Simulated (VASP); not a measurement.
# SiC in VASP: a series of runs

Runs on SiC. Level: PBEsol. Tasks: single point.

Program: VASP 6.6.1. These are calculated values, not measurements. Logs are shortened: lines on timing, memory, paths and dates and some standing lists are left out, and cuts for length are marked.

## 1. The cell of the first run

The cell holds a slab with vacuum, 36 atoms: a = 3.078 Å, b = 10.076 Å, c = 25.663 Å, α = 90.00°, β = 90.00°, γ = 90.00°.

## 2. Single point, PBEsol

The input, INCAR:

```
PREC = Accurate ; ENCUT = 520
EDIFF = 1E-6 ; ISMEAR = 0
SIGMA = 0.05 ; LREAL = Auto
LASPH = True ; NELM = 100
ALGO = Normal ; ISIF = 2
LWAVE = False ; LCHARG = True
LDIPOL = True ; IDIPOL = 3
DIPOL = 0.5 0.5 0.500 ; GGA = PS
LELF = True ; LVHAR = True
LVACPOTAV = True ; NBANDS = 96
```

The input, KPOINTS:

```
Automatic mesh
0
Gamma
  9 3 1
```

The input, POSCAR:

```
SiC
1.0
    3.0780369099      0.0000000000      0.0000000000
    0.0000000000     10.0756977292      0.0000000000
    0.0000000000      0.0000000000     25.6626326312
Si C
18 18
Direct
    0.5000000000      0.3096450319      0.2934360178
    0.5000000000      0.8297561386      0.3029684360
    0.0000000000      0.5558909367      0.3235526548
    0.5000000000      0.0618243928      0.3610604914
    0.0000000000      0.3138411052      0.3961000576
    0.0000000000      0.8136324657      0.3967951139
    0.5000000000      0.5615090940      0.4300651531
    0.0000000000      0.0627878800      0.4657754471
    0.5000000000      0.3132483269      0.5000774612
    0.5000000000      0.8132483206      0.4999225391
    0.0000000000      0.5627878844      0.5342245521
    0.5000000000      0.0615090906      0.5699348468
    0.0000000000      0.3136324642      0.6032048827
    0.0000000000      0.8138411077      0.6038999446
    0.5000000000      0.5618243983      0.6389395064
    0.0000000000      0.0558909388      0.6764473457
    0.5000000000      0.3297561464      0.6970315624
    0.5000000000      0.8096450401      0.7065639850
    0.5000000000      0.4882194227      0.2976601174
    0.5000000000      1.0033077284      0.2931185984
    0.0000000000      0.7456608241      0.3245014220
    0.5000000000      0.2476260135      0.3634539544
    0.0000000000      0.5005782541      0.3959083354
    0.0000000000      0.9992900638      0.3969449559
    0.5000000000      0.7497534422      0.4301763720
    0.0000000000      0.2508299391      0.4659288387
    0.5000000000      0.5002517484      0.4996409379
    0.5000000000      1.0002517462      0.5003590619
    0.0000000000      0.7508299395      0.5340711643
    0.5000000000      0.2497534389      0.5698236256
    0.0000000000      0.4992900660      0.6030550425
    0.0000000000      1.0005782554      0.6040916661
    0.5000000000      0.7476260175      0.6365460477
    0.0000000000      0.2456608301      0.6754985776
    0.5000000000      0.5033077345      0.7068813985
    0.5000000000      0.9882194290      0.7023398861
```

Potentials or basis: VASP PAW PBE potentials, release 64 (Si, C).

The run is started by

```bash
cat potpaw_PBE.64/Si/POTCAR potpaw_PBE.64/C/POTCAR > POTCAR
mpirun -np 1 vasp_std > vasp.out
```

OUTCAR:

```text
PREC = Accurate
   ENCUT = 520
   EDIFF = 1E-6
   ISMEAR = 0
   LREAL = Auto
   LASPH = True
   NELM = 100
   ISIF = 2
   GGA = PS

 ion  position               nearest neighbor table
   1  0.500  0.310  0.293-  19 1.80  22 1.90   3 3.02   3 3.02   4 3.04   5 3.05   5 3.05
   2  0.500  0.830  0.303-  20 1.77  21 1.84  21 1.84   4 2.77   6 2.86   6 2.86
   3  0.000  0.556  0.324-  19 1.81  19 1.81  21 1.91  23 1.94   1 3.02   1 3.02   5 3.07   7 3.14
                             7 3.14
   4  0.500  0.062  0.361-  20 1.84  22 1.87  24 1.90  24 1.90   2 2.77   1 3.04   6 3.08   6 3.08
                             8 3.10   8 3.10   5 3.10   5 3.10
   5  0.000  0.314  0.396-  22 1.87  22 1.87  23 1.88  26 1.90   1 3.05   1 3.05   7 3.06   7 3.06
                             3 3.07   9 3.08   9 3.08   8 3.10   4 3.10   4 3.10
   6  0.000  0.814  0.397-  24 1.87  25 1.88  25 1.88  21 1.98   2 2.86   2 2.86  10 3.06  10 3.06
                             8 3.07   4 3.08   4 3.08   7 3.09   7 3.09
   7  0.500  0.562  0.430-  23 1.87  23 1.87  27 1.89  25 1.90   5 3.06   5 3.06   9 3.08  11 3.08
                            11 3.08   6 3.09   6 3.09  10 3.11   3 3.14   3 3.14
   8  0.000  0.063  0.466-  24 1.88  28 1.89  28 1.89  26 1.89   6 3.07  10 3.08  10 3.08   9 3.08
                             9 3.08  12 3.08  12 3.08   4 3.10   4 3.10   5 3.10
   9  0.500  0.313  0.500-  26 1.88  26 1.88  27 1.88  30 1.90  13 3.06  13 3.06  11 3.08  11 3.08
                             7 3.08   5 3.08   5 3.08   8 3.08   8 3.08  12 3.11
  10  0.500  0.813  0.500-  29 1.88  29 1.88  28 1.88  25 1.90   6 3.06   6 3.06   8 3.08   8 3.08
                            12 3.08  14 3.08  14 3.08  11 3.08  11 3.08   7 3.11
  11  0.000  0.563  0.534-  31 1.88  27 1.89  27 1.89  29 1.89  13 3.07   9 3.08   9 3.08  10 3.08
                            10 3.08   7 3.08   7 3.08  15 3.10  15 3.10  14 3.10
  12  0.500  0.062  0.570-  32 1.87  32 1.87  28 1.89  30 1.90  14 3.06  14 3.06  10 3.08   8 3.08
                             8 3.08  13 3.09  13 3.09   9 3.11  16 3.14  16 3.14
  13  0.000  0.314  0.603-  31 1.87  30 1.88  30 1.88  34 1.98  17 2.86  17 2.86   9 3.06   9 3.06
                            11 3.07  15 3.08  15 3.08  12 3.09  12 3.09
  14  0.000  0.814  0.604-  33 1.87  33 1.87  32 1.88  29 1.90  18 3.05  18 3.05  12 3.06  12 3.06
                            16 3.07  10 3.08  10 3.08  11 3.10  15 3.10  15 3.10
  15  0.500  0.562  0.639-  35 1.84  33 1.87  31 1.90  31 1.90  17 2.77  18 3.04  13 3.08  13 3.08
                            11 3.10  11 3.10  14 3.10  14 3.10
  16  0.000  0.056  0.676-  36 1.81  36 1.81  34 1.91  32 1.94  18 3.02  18 3.02  14 3.07  12 3.14
                            12 3.14
  17  0.500  0.330  0.697-  35 1.77  34 1.84  34 1.84  15 2.77  13 2.86  13 2.86
  18  0.500  0.810  0.707-  36 1.80  33 1.90  16 3.02  16 3.02  15 3.04  14 3.05  14 3.05
  19  0.500  0.488  0.298-   1 1.80   3 1.81   3 1.81
  20  0.500  0.003  0.293-   2 1.77   4 1.84
  21  0.000  0.746  0.325-   2 1.84   2 1.84   3 1.91   6 1.98
  22  0.500  0.248  0.363-   4 1.87   5 1.87   5 1.87   1 1.90
  23  0.000  0.501  0.396-   7 1.87   7 1.87   5 1.88   3 1.94
  24  0.000  0.999  0.397-   6 1.87   8 1.88   4 1.90   4 1.90
  25  0.500  0.750  0.430-   6 1.88   6 1.88   7 1.90  10 1.90
  26  0.000  0.251  0.466-   9 1.88   9 1.88   8 1.89   5 1.90
  27  0.500  0.500  0.500-   9 1.88  11 1.89  11 1.89   7 1.89
  28  0.500  0.000  0.500-  10 1.88   8 1.89   8 1.89  12 1.89
  29  0.000  0.751  0.534-  10 1.88  10 1.88  11 1.89  14 1.90
  30  0.500  0.250  0.570-  13 1.88  13 1.88  12 1.90   9 1.90
[... 227 lines left out ...]
   IVDW    =     0    specifies the selected vdW correction
   LEPSILON=     F    determine dielectric tensor
   LRPA    =     F    only Hartree local field effects (RPA)
 non-spin polarized calculation
 Gauss-broadening in eV      SIGMA  =   0.05
  energy-cutoff  :      520.00
  volume of cell :      795.88
 maximum number of plane-waves:     21477
 NGX is ok and might be reduce to    24
   NGX = 11   NGY = 37   NGZ = 95

 number of electron     143.9999997 magnetization

 dipolmoment           0.000000      0.000000      0.000001 electrons x Angstroem

 Free energy of the ion-electron system (eV)
  ---------------------------------------------------
  ext. energy  EPLUGINS =         0.00000000
  ---------------------------------------------------
  free energy    TOTEN  =      -269.47815854 eV

  energy without entropy =     -269.46086533  energy(sigma->0) =     -269.46951194

 E-fermi :   1.2712     XC(G=0):  -6.0956

 val. band max:        1.2546222814   @ k =   0.2222   0.3333   0.0000
 cond. band min:       1.2805778431   @ k =   0.2222   0.3333   0.0000
 fundamental gap:      0.0259555616
 Fermi energy:         1.2712186628

 k-point     1 :       0.0000    0.0000    0.0000
  band No.  band energies     occupation
      1     -14.8004      2.00000
      2     -14.2875      2.00000
      3     -13.6371      2.00000
      4     -13.5297      2.00000
      5     -13.5184      2.00000
      6     -13.0587      2.00000
[... 859 lines left out ...]
     83       4.3784      0.00000
     84       4.4441      0.00000
 [bands above 84 left out]

------------------------ aborting loop because EDIFF is reached ----------------------------------------

  FORCE on cell =-STRESS in cart. coord.  units (eV):
  Direction    XX          YY          ZZ          XY          YZ          ZX
  --------------------------------------------------------------------------------------
  -------------------------------------------------------------------------------------
  Total       -5.0909597      3.6698776      0.6145493      0.0000000      0.0000000      0.0000000
  in kB      -10.2484946      7.3877468      1.2371351      0.0000000      0.0000000      0.0000000
  external PRESSURE =      -0.5412042 kB  Pullay stress =       0.0000000 kB

 VOLUME and BASIS-vectors are now :
 -----------------------------------------------------------------------------
  energy-cutoff  :      520.00
  volume of cell :      795.88
      direct lattice vectors                 reciprocal lattice vectors
     3.078036910  0.000000000  0.000000000     0.324882394  0.000000000  0.000000000
     0.000000000 10.075697729  0.000000000     0.000000000  0.099248710  0.000000000
     0.000000000  0.000000000 25.662632631     0.000000000  0.000000000  0.038967163

 POSITION                                       TOTAL-FORCE (eV/Angst)
 -----------------------------------------------------------------------------------
      1.53902      3.11989      7.53034         0.000000     -0.035881     -0.040386
      1.53902      8.36037      7.77497         0.000000     -0.022734      0.000707
      0.00000      5.60099      8.30321         0.000000      0.008897      0.002903
      1.53902      0.62292      9.26576         0.000000      0.013541      0.003465
      0.00000      3.16217     10.16497         0.000000      0.002243      0.004439
      0.00000      8.19791     10.18281         0.000000      0.000515     -0.000204
[... 28 lines left out ...]
      1.53902      5.07118     18.14044         0.000000      0.028521      0.022358
      1.53902      9.95700     18.02389         0.000000      0.012743      0.004968
 -----------------------------------------------------------------------------------
    total drift:                                0.000000      0.020617      0.000086

  FREE ENERGIE OF THE ION-ELECTRON SYSTEM (eV)
  ---------------------------------------------------
  free  energy   TOTEN  =      -269.4781585416 eV

  energy  without entropy=     -269.4608653294  energy(sigma->0) =     -269.46951194

 vacuum level on the upper side and lower side of the slab         6.603         6.603
```

Run time: 18 min. Hardware: 1 thread of Intel Xeon 6975P-C (Granite Rapids), shared host; peak memory 0.96 GiB.

Results:

```yaml
Free_energy: -269.4782 eV
Largest_force: 0.054 eV/Å
Band_gap_on_the_k_mesh: zero (bands 72 and 73 overlap by 0.36 eV)
```

Forces in eV/Å, atoms in the order of the input:
```
Si   0.000 -0.036 -0.040
Si   0.000 -0.023  0.001
Si   0.000  0.009  0.003
Si   0.000  0.014  0.003
Si   0.000  0.002  0.004
Si   0.000  0.001  0.000
Si   0.000  0.003  0.009
Si   0.000  0.003  0.008
Si   0.000  0.002  0.003
Si   0.000  0.002 -0.003
Si   0.000  0.003 -0.008
Si   0.000  0.003 -0.009
Si   0.000  0.001  0.000
Si   0.000  0.002 -0.004
Si   0.000  0.014 -0.003
Si   0.000  0.009 -0.003
Si   0.000 -0.023 -0.001
Si   0.000 -0.036  0.040
C    0.000  0.013 -0.005
C    0.000  0.029 -0.022
C    0.000 -0.010 -0.004
C    0.000  0.004  0.002
C    0.000  0.005  0.002
C    0.000  0.003 -0.005
C    0.000 -0.003 -0.011
C    0.000 -0.014 -0.003
C    0.000  0.000 -0.006
C    0.000  0.000  0.006
C    0.000 -0.014  0.003
C    0.000 -0.003  0.011
C    0.000  0.003  0.005
C    0.000  0.005 -0.002
C    0.000  0.004 -0.002
C    0.000 -0.010  0.004
C    0.000  0.029  0.022
C    0.000  0.013  0.005
```

Caveat: the PAW data sets were made with another functional, which shifts forces and pressure a little.

## 3. Single point, PBEsol

The input, INCAR:

```
SYSTEM = SiC
PREC     = Accurate       ! precision mode
ENCUT    = 520            ! plane-wave cutoff, eV
EDIFF    = 1E-6           ! SCF threshold, eV
ISMEAR   = 0              ! smearing method
SIGMA    = 0.05           ! smearing width, eV
LREAL    = Auto         
LASPH    = .TRUE.         ! aspherical terms in the spheres
NELM     = 100            ! most SCF steps
ALGO     = Normal         ! electronic algorithm
ISIF     = 2              ! what is computed and relaxed
LWAVE    = .FALSE.        ! write WAVECAR
LCHARG   = .FALSE.        ! write CHGCAR
LDIPOL   = .TRUE.       
IDIPOL   = 3            
DIPOL    = 0.5 0.5 0.500
GGA      = PS             ! functional
NBANDS   = 96             ! bands
```

The input, KPOINTS:

```
Automatic mesh
0
G
  9 3 1
  0 0 0
```

The input, POSCAR:

```
SiC
1.0
    3.0780369099      0.0000000000      0.0000000000
    0.0000000000     10.0756977292      0.0000000000
    0.0000000000      0.0000000000     25.6626326312
Si C
18 18
Direct
    0.5000000000      0.3121022250      0.2922537258
    0.5000000000      0.8121022250      0.2922537258
    0.0000000000      0.5621701842      0.3268781048
    0.5000000000      0.0621701842      0.3615024839
    0.0000000000      0.3121022250      0.3961268629
    0.0000000000      0.8121022250      0.3961268629
    0.5000000000      0.5621701842      0.4307512419
    0.0000000000      0.0621701842      0.4653756210
    0.5000000000      0.3121022250      0.5000000000
    0.5000000000      0.8121022250      0.5000000000
    0.0000000000      0.5621701842      0.5346243790
    0.5000000000      0.0621701842      0.5692487581
    0.0000000000      0.3121022250      0.6038731371
    0.0000000000      0.8121022250      0.6038731371
    0.5000000000      0.5621701842      0.6384975161
    0.0000000000      0.0621701842      0.6731218952
    0.5000000000      0.3121022250      0.7077462742
    0.5000000000      0.8121022250      0.7077462742
    0.5000000000      0.4995466031      0.2922537258
    0.5000000000      0.9995466031      0.2922537258
    0.0000000000      0.7501819877      0.3268781048
    0.5000000000      0.2501819877      0.3615024839
    0.0000000000      0.4995466031      0.3961268629
    0.0000000000      0.9995466031      0.3961268629
    0.5000000000      0.7501819877      0.4307512419
    0.0000000000      0.2501819877      0.4653756210
    0.5000000000      0.4995466031      0.5000000000
    0.5000000000      0.9995466031      0.5000000000
    0.0000000000      0.7501819877      0.5346243790
    0.5000000000      0.2501819877      0.5692487581
    0.0000000000      0.4995466031      0.6038731371
    0.0000000000      0.9995466031      0.6038731371
    0.5000000000      0.7501819877      0.6384975161
    0.0000000000      0.2501819877      0.6731218952
    0.5000000000      0.4995466031      0.7077462742
    0.5000000000      0.9995466031      0.7077462742
```

Potentials or basis: VASP PAW PBE potentials, release 64 (Si, C).

The run is started by

```bash
cat potpaw_PBE.64/Si/POTCAR potpaw_PBE.64/C/POTCAR > POTCAR
mpirun -np 1 vasp_std > vasp.out
```

Run time: 54 min. Hardware: 1 thread of Intel Xeon 8259CL, shared host; peak memory 0.99 GiB.

The run converged. Its results:

```
Free energy            : -268.0172 eV
Largest force          : 2.312 eV/Å
Band gap on the k mesh : zero (bands 72 and 73 overlap by 0.27 eV)
```

Forces on the atoms (eV/Å):
```
Si   0.000  0.973 -0.127
Si   0.000  1.586  1.660
Si   0.000 -1.003 -2.083
Si   0.000 -0.079 -0.873
Si   0.000  0.319 -0.337
Si   0.000  0.657  0.195
Si   0.000 -0.185 -0.095
Si   0.000 -0.042 -0.013
Si   0.000  0.149 -0.114
Si   0.000  0.149  0.114
Si   0.000 -0.042  0.013
Si   0.000 -0.185  0.095
Si   0.000  0.657 -0.195
Si   0.000  0.319  0.337
Si   0.000 -0.079  0.873
Si   0.000 -1.003  2.083
Si   0.000  1.586 -1.660
Si   0.000  0.973  0.127
C    0.000 -0.166  1.315
C    0.000 -1.184  0.131
C    0.000 -0.421 -0.957
C    0.000 -0.395  0.418
C    0.000  0.095  0.472
C    0.000 -0.114  0.241
C    0.000 -0.118 -0.223
C    0.000 -0.059  0.144
C    0.000 -0.012  0.053
C    0.000 -0.012 -0.053
C    0.000 -0.059 -0.144
C    0.000 -0.118  0.223
C    0.000 -0.114 -0.241
C    0.000  0.095 -0.472
C    0.000 -0.395 -0.418
C    0.000 -0.421  0.957
C    0.000 -1.184 -0.131
C    0.000 -0.166 -1.315
```

Levels at points of the mesh, in eV from the Fermi level:
| k point | band 70 | band 71 | band 72 | band 73 | band 74 | band 75 |
| --- | --- | --- | --- | --- | --- | --- |
| (0.00, 0.00, 0.00) | -0.55 | -0.23 | -0.04 | 0.83 | 0.99 | 1.71 |

Caveat: the PAW data sets were made with another functional, which shifts forces and pressure a little.

The gap in the log of VASP goes by the Fermi energy; the results here count the filled bands.